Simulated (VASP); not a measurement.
# RbBr (Pmm2) in VASP: notebook, part 2 of 2

VASP 6.6.1. The steps go on from the part before.

### Step 4. Single point, PBE (atoms displaced along a vibrational mode, the cell strained)

INCAR reads:

```
SYSTEM = RbBr
PREC = Accurate
ENCUT = 520
EDIFF = 1E-7
ISMEAR = 0
SIGMA = 0.05
LREAL = .False.
LASPH = .True.
NELM = 100
ALGO = Normal
ISIF = 2
LWAVE = .False.
LCHARG = .False.
GGA = PE
NBANDS = 15
```

KPOINTS reads:

```
Automatic mesh
0
Gamma
  6 6 6
  0 0 0
```

POSCAR reads:

```
RbBr
1.0
    4.0251860190      0.0000000000      0.0000000000
    0.0000000000      4.0251860190      0.0000000000
    0.0000000000      0.0000000000      4.1929021031
Rb Br
1 1
Direct
   -0.0462890878      0.0000000000      0.0000000000
    0.5495122459      0.5000000000      0.5000000000
```

Potentials or basis: VASP PAW PBE potentials, release 64 (Rb_sv, Br).

Command:

```bash
> cat potpaw_PBE.64/Rb_sv/POTCAR potpaw_PBE.64/Br/POTCAR > POTCAR
> mpirun -np 1 vasp_std > vasp.out
```

OUTCAR:

```text
SYSTEM = RbBr
   PREC = Accurate
   ENCUT = 520
   EDIFF = 1E-7
   ISMEAR = 0
   LREAL = .False.
   LASPH = .True.
   NELM = 100
   ISIF = 2
   GGA = PE

 ion  position               nearest neighbor table
   1  0.954  0.000  0.000-   2 3.33   2 3.33   2 3.33   2 3.33   2 3.77   2 3.77   2 3.77   2 3.77

   2  0.550  0.500  0.500-   1 3.33   1 3.33   1 3.33   1 3.33   1 3.77   1 3.77   1 3.77   1 3.77

  LATTYP: Found a simple tetragonal cell.
 ALAT       =     4.0251860190
 C/A-ratio  =     1.0416666667

  Lattice vectors:

 A1 = (   4.0251860190,   0.0000000000,   0.0000000000)
 A2 = (   0.0000000000,   4.0251860190,   0.0000000000)
 A3 = (   0.0000000000,   0.0000000000,   4.1929021031)

Analysis of symmetry for initial positions (statically):
=====================================================================
 Subroutine PRICEL returns:
 Original cell was already a primitive cell.

 Routine SETGRP: Setting up the symmetry group for a
 simple tetragonal supercell.

 Subroutine GETGRP returns: Found  4 space group operations
 (whereof  4 operations were pure point group operations)
 out of a pool of 16 trial point group operations.

The static configuration has the point symmetry C_2v.

Analysis of symmetry for dynamics (positions and initial velocities):
=====================================================================
 Subroutine PRICEL returns:
 Original cell was already a primitive cell.

 Routine SETGRP: Setting up the symmetry group for a
 simple tetragonal supercell.

 Subroutine GETGRP returns: Found  4 space group operations
 (whereof  4 operations were pure point group operations)
 out of a pool of 16 trial point group operations.

The dynamic configuration has the point symmetry C_2v.

 Subroutine INISYM returns: Found  4 space group operations
 (whereof  4 operations are pure point group operations),
 and found     1 'primitive' translations

----------------------------------------------------------------------------------------

                                     Primitive cell

  volume of cell :      67.9339
[... 121 lines left out ...]
 Gauss-broadening in eV      SIGMA  =   0.05
  energy-cutoff  :      520.00
  volume of cell :       67.93
 maximum number of plane-waves:      1864
 NGX is ok and might be reduce to    30
   NGX = 15   NGY = 15   NGZ = 15

 number of electron      15.9999998 magnetization

 Free energy of the ion-electron system (eV)
  ---------------------------------------------------
  ext. energy  EPLUGINS =         0.00000000
  ---------------------------------------------------
  free energy    TOTEN  =        -5.89832059 eV

  energy without entropy =       -5.89832059  energy(sigma->0) =       -5.89832059

 E-fermi :  -0.1387     XC(G=0):  -8.0481

 val. band max:       -0.4621935101   @ k =   0.0000   0.5000   0.5000
 cond. band min:       3.6746551292   @ k =   0.0000   0.0000   0.0000
 fundamental gap:      4.1368486393
 Fermi energy:        -0.1386679479

 k-point     1 :       0.0000    0.0000    0.0000
  band No.  band energies     occupation
      1     -25.5255      2.00000
      2     -13.2062      2.00000
      3      -9.5372      2.00000
      4      -9.4980      2.00000
      5      -9.4840      2.00000
      6      -0.8085      2.00000
      7      -0.6610      2.00000
      8      -0.6057      2.00000
      9       3.6747      0.00000
     10       4.9625      0.00000
     11       5.4297      0.00000
     12       9.3004      0.00000
     13       9.5710      0.00000
     14       9.9069      0.00000
[... 401 lines left out ...]
      2     -13.1772      2.00000
      3      -9.5893      2.00000
      4      -9.5850      2.00000
      5      -9.4633      2.00000
      6      -1.3068      2.00000
      7      -1.0270      2.00000
      8      -0.9645      2.00000
      9       5.2730      0.00000
     10       6.1399      0.00000
     11       6.3678      0.00000
     12       8.4212      0.00000
     13       8.7182      0.00000
     14       9.5102      0.00000
     15      11.3910      0.00000

 [... further k-points ...]

------------------------ aborting loop because EDIFF is reached ----------------------------------------

  FORCE on cell =-STRESS in cart. coord.  units (eV):
  Direction    XX          YY          ZZ          XY          YZ          ZX
  --------------------------------------------------------------------------------------
  -------------------------------------------------------------------------------------
  Total        0.9826131      1.2107982      0.7192557      0.0000000      0.0000000      0.0000000
  in kB       23.1742944     28.5558909     16.9631804      0.0000000      0.0000000      0.0000000
  external PRESSURE =      22.8977886 kB  Pullay stress =       0.0000000 kB

 VOLUME and BASIS-vectors are now :
 -----------------------------------------------------------------------------
  energy-cutoff  :      520.00
  volume of cell :       67.93
      direct lattice vectors                 reciprocal lattice vectors
     4.025186019  0.000000000  0.000000000     0.248435723  0.000000000  0.000000000
     0.000000000  4.025186019  0.000000000     0.000000000  0.248435723  0.000000000
     0.000000000  0.000000000  4.192902103     0.000000000  0.000000000  0.238498294

 POSITION                                       TOTAL-FORCE (eV/Angst)
 -----------------------------------------------------------------------------------
      3.83886      0.00000      0.00000         0.384842      0.000000      0.000000
      2.21189      2.01259      2.09645        -0.384842      0.000000      0.000000
 -----------------------------------------------------------------------------------
    total drift:                               -0.000120     -0.000000     -0.000000

  FREE ENERGIE OF THE ION-ELECTRON SYSTEM (eV)
  ---------------------------------------------------
  free  energy   TOTEN  =        -5.8983205890 eV

  energy  without entropy=       -5.8983205890  energy(sigma->0) =       -5.89832059
```

OSZICAR:

```text
N       E                     dE             d eps       ncg     rms          rms(c)
DAV:   1     0.778092750458E+02    0.77809E+02   -0.67912E+03  1920   0.926E+02
DAV:   2    -0.965930079175E+00   -0.78775E+02   -0.73558E+02  2620   0.170E+02
DAV:   3    -0.597102696185E+01   -0.50051E+01   -0.49836E+01  2698   0.425E+01
DAV:   4    -0.613299893314E+01   -0.16197E+00   -0.16194E+00  2741   0.648E+00
DAV:   5    -0.613402445138E+01   -0.10255E-02   -0.10255E-02  2701   0.542E-01    0.306E+00
DAV:   6    -0.592715162309E+01    0.20687E+00   -0.18879E-01  2501   0.241E+00    0.208E+00
DAV:   7    -0.589479208167E+01    0.32360E-01   -0.11488E-01  2550   0.194E+00    0.986E-01
DAV:   8    -0.589821748329E+01   -0.34254E-02   -0.13312E-02  2308   0.705E-01    0.118E-01
DAV:   9    -0.589816848035E+01    0.49003E-04   -0.55797E-04  2683   0.138E-01    0.603E-02
DAV:  10    -0.589831399544E+01   -0.14552E-03   -0.23969E-04  2144   0.101E-01    0.107E-02
DAV:  11    -0.589831886100E+01   -0.48656E-05   -0.97712E-06  2621   0.215E-02    0.624E-03
DAV:  12    -0.589832039745E+01   -0.15365E-05   -0.25109E-06  2256   0.123E-02    0.173E-03
DAV:  13    -0.589832054151E+01   -0.14406E-06   -0.29248E-07  2641   0.362E-03    0.510E-04
DAV:  14    -0.589832058903E+01   -0.47523E-07   -0.21302E-08  1653   0.116E-03
   1 F= -.58983206E+01 E0= -.58983206E+01  d E =-.858557E-22
```

Wall time 46 s (1 thread of Intel Xeon Platinum 8375C at 2.90GHz (Ice Lake), shared host); peak memory 0.21 GiB.

What came out:

| Quantity | Value |
| --- | --- |
| Free energy | -5.8983 eV |
| Pressure | 2.3 GPa |
| Largest force | 0.385 eV/Å |
| Band gap on the k mesh | 4.14 eV (least direct gap 4.28 eV) |

Forces in eV/Å, atoms in the order of the input:
```
Rb   0.385  0.000  0.000
Br  -0.385  0.000  0.000
```

Levels at points of the mesh, in eV from the valence-band top:
```csv
k point,band 4,band 5,band 6,band 7,band 8,band 9,band 10,band 11,band 12,band 13
"(0.00, 0.00, 0.00)",-9.04,-9.02,-0.35,-0.20,-0.14,4.14,5.42,5.89,9.76,10.03
"(0.50, 0.00, 0.00)",-9.01,-8.98,-1.84,-0.43,-0.19,6.66,7.29,8.00,8.97,9.46
"(0.00, 0.50, 0.00)",-9.00,-8.99,-1.85,-0.50,-0.13,6.67,7.11,7.89,8.14,9.91
"(0.50, 0.50, 0.00)",-9.35,-8.96,-1.17,-1.14,-0.24,5.41,6.03,7.73,7.85,10.92
"(0.00, 0.00, 0.50)",-9.01,-8.99,-1.82,-0.29,-0.17,6.62,7.04,7.51,8.28,10.23
"(0.50, 0.00, 0.50)",-9.27,-8.95,-1.18,-1.11,-0.05,5.31,6.33,8.06,8.31,10.53
"(0.00, 0.50, 0.50)",-9.35,-8.96,-1.16,-1.06,0.00,5.32,6.54,8.09,8.24,11.19
"(0.50, 0.50, 0.50)",-9.34,-9.25,-1.46,-1.43,-1.37,7.75,7.77,8.48,9.77,9.99
```

Caveat: the cell differs from its parent crystal (atoms displaced along a vibrational mode, the cell strained). A k mesh can miss the band edges.

### Step 5. Single point, PBE (atoms displaced along a vibrational mode, the cell strained)

INCAR reads:

```
ALGO = Normal
EDIFF = 1E-7
ENCUT = 520
GGA = PE
ISIF = 2
ISMEAR = 0
LASPH = T
LCHARG = F
LREAL = F
LWAVE = F
NBANDS = 15
NELM = 80
PREC = Accurate
SIGMA = 0.05
```

KPOINTS reads:

```
k-points
0
Gamma
  6 6 6
```

POSCAR reads:

```
RbBr
1.0
    4.0251860190      0.0000000000      0.0000000000
    0.0000000000      4.0251860190      0.0000000000
    0.0000000000      0.0000000000      4.1929021031
Rb Br
1 1
Direct
   -0.0925781756      0.0000000000      0.0000000000
    0.5990244918      0.5000000000      0.5000000000
```

Command:

```bash
> cat potpaw_PBE.64/Rb_sv/POTCAR potpaw_PBE.64/Br/POTCAR > POTCAR
> mpirun -np 1 vasp_std > vasp.out
```

Wall time 43 s (1 thread of Intel Xeon Platinum 8375C at 2.90GHz (Ice Lake), shared host); peak memory 0.21 GiB.

Results (log left out):

```
Free energy            : -5.6747 eV
Pressure               : 4.6 GPa
Largest force          : 0.767 eV/Å
Band gap on the k mesh : 4.11 eV (least direct gap 4.29 eV)
```

Forces in eV/Å, atoms in the order of the input:
```
Rb   0.767  0.000  0.000
Br  -0.767  0.000  0.000
```

Stress tensor (GPa, compression positive):
```
3.08 0.00 0.00
0.00 5.74 0.00
0.00 0.00 4.85
```

Levels at points of the mesh, in eV from the valence-band top:
| k point | band 6 | band 7 | band 8 | band 9 | band 10 | band 11 |
| --- | --- | --- | --- | --- | --- | --- |
| (0.00, 0.00, 0.00) | -0.36 | -0.34 | -0.18 | 4.11 | 5.30 | 6.83 |
| (0.50, 0.00, 0.00) | -1.79 | -0.40 | -0.18 | 6.27 | 7.43 | 8.20 |
| (0.00, 0.50, 0.00) | -1.84 | -0.70 | -0.03 | 6.21 | 6.73 | 7.93 |
| (0.50, 0.50, 0.00) | -1.29 | -1.18 | -0.47 | 5.59 | 6.16 | 7.88 |
| (0.00, 0.00, 0.50) | -1.80 | -0.48 | -0.07 | 6.13 | 6.64 | 7.68 |
| (0.50, 0.00, 0.50) | -1.22 | -1.22 | -0.27 | 5.48 | 6.46 | 8.19 |
| (0.00, 0.50, 0.50) | -1.08 | -0.98 | -0.05 | 5.53 | 7.14 | 8.26 |
| (0.50, 0.50, 0.50) | -1.42 | -1.27 | -1.20 | 6.95 | 7.00 | 8.78 |

Caveat: the cell differs from its parent crystal (atoms displaced along a vibrational mode, the cell strained); the cell stands under pressure. A k mesh can miss the band edges.

### Step 6. Single point, PBE (atoms displaced along a vibrational mode, the cell strained)

INCAR reads:

```
SYSTEM = RbBr
PREC = Accurate ; ENCUT = 520
EDIFF = 1E-6 ; ISMEAR = 0
SIGMA = 0.05 ; LREAL = .False.
LASPH = .True. ; NELM = 60
ALGO = Normal ; ISIF = 2
LWAVE = .False. ; LCHARG = .True.
GGA = PE ; LELF = .True.
LVHAR = .True. ; NBANDS = 15
```

KPOINTS reads:

```
regular mesh
0
Gamma
  6 6 6
  0 0 0
```

POSCAR reads:

```
RbBr
1.0
    4.0809516169      0.0000000000      0.0000000000
    0.0000000000      4.0809516169      0.0000000000
    0.0000000000      0.0000000000      4.1929021031
Rb Br
1 1
Direct
   -0.0694336317      0.0000000000      0.0000000000
    0.5742683689      0.5000000000      0.5000000000
```

Potentials or basis: VASP PAW PBE potentials, release 64 (Rb_sv, Br).

Command:

```bash
> cat potpaw_PBE.64/Rb_sv/POTCAR potpaw_PBE.64/Br/POTCAR > POTCAR
> mpirun -np 1 vasp_std > vasp.out
```

Wall time 41 s (1 thread of Intel Xeon Platinum 8375C at 2.90GHz (Ice Lake), shared host); peak memory 0.21 GiB.

Results (log left out):

| Quantity | Value |
| --- | --- |
| Free energy | -5.8408 eV |
| Pressure | 2.6 GPa |
| Largest force | 0.519 eV/Å |
| Band gap on the k mesh | 4.11 eV (least direct gap 4.25 eV) |

Forces on the atoms (eV/Å):
```
Rb   0.519  0.000  0.000
Br  -0.519  0.000  0.000
```

Stress tensor (GPa, compression positive):
```
2.09 0.00 0.00
0.00 3.21 0.00
0.00 0.00 2.53
```

Levels at points of the mesh, in eV from the valence-band top:
```
           k point  band 6  band 7  band 8  band 9  band 10  band 11
(0.00, 0.00, 0.00)   -0.27   -0.24   -0.14    4.11     5.47     6.34
(0.50, 0.00, 0.00)   -1.70   -0.32   -0.17    6.54     7.27     7.97
(0.00, 0.50, 0.00)   -1.72   -0.47   -0.06    6.50     6.87     7.82
(0.50, 0.50, 0.00)   -1.13   -1.06   -0.25    5.51     6.17     7.91
(0.00, 0.00, 0.50)   -1.70   -0.33   -0.08    6.46     6.82     7.56
(0.50, 0.00, 0.50)   -1.09   -1.08   -0.12    5.43     6.37     8.12
(0.00, 0.50, 0.50)   -1.05   -0.98    0.00    5.46     6.79     8.18
(0.50, 0.50, 0.50)   -1.32   -1.26   -1.22    7.38     7.40     8.54
```

Caveat: the cell differs from its parent crystal (atoms displaced along a vibrational mode, the cell strained). A k mesh can miss the band edges.

### Step 7. Overview

```tsv
cell	gap on the mesh (eV)	pressure (GPa)	largest force (eV/Å)
a = 4.025, b = 4.025, c = 4.193 Å, 2 atoms, atomic positions A	4.04	6.1	0.92
a = 4.025, b = 4.025, c = 4.193 Å, 2 atoms, atomic positions B	4.15	3.3	0.58
a = 4.025, b = 4.025, c = 4.193 Å, 2 atoms, atomic positions C	4.14	2.3	0.38
a = 4.025, b = 4.025, c = 4.193 Å, 2 atoms, atomic positions D	4.11	4.6	0.77
a = 4.081, b = 4.081, c = 4.193 Å, 2 atoms, atomic positions B	4.11	2.6	0.52
```

Alike in all rows: task single point; level PBE; potentials or basis VASP PAW PBE potentials, release 64 (Rb_sv, Br); no spin polarisation; k mesh 6 × 6 × 6; cutoff (eV) 520; smearing gaussian 0.05 eV.

Caveats: the cell stands under pressure (at least some runs).

Total energies depend on the potentials used, so only differences within one code and one set of settings carry meaning.
